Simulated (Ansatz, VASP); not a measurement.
**Two plane-wave programs on Te2Mo**

```
Te Mo
1.0
     3.55529    0.00000    0.00000
    -1.77765    3.07897    0.00000
     0.00000    0.00000   27.23121
Te Mo
2 1
Cartesian
  0.0000 2.0526 11.8078
  0.0000 2.0526 15.4234
  1.7776 1.0263 13.6156
```

Alike in both runs: task single point; functional PBE0; k mesh 6 × 6 × 1; no spin polarisation.

```csv
,VASP,Ansatz
version,VASP 6.6.1,Ansatz 0.2.0
potentials or method,"VASP PAW PBE potentials, release 64 (Te, Mo_sv), cutoff 400 eV","plane-wave PAW, scalar-relativistic"
occupations,"gaussian, width 0.01 eV",fixed
valence electrons in the cell,26,46
```

Ansatz gave:

- gap on the k mesh at the Fermi level (eV): 2.15

Estimate VASP's values.

gap on the k mesh at the Fermi level (eV): 2.17.

VASP's potentials hold 26 valence electrons a cell and Ansatz's 46, so a difference there can come from the potentials and not from the codes. Ansatz's warnings: slab cell height set.

Neither program's run includes spin-orbit coupling.
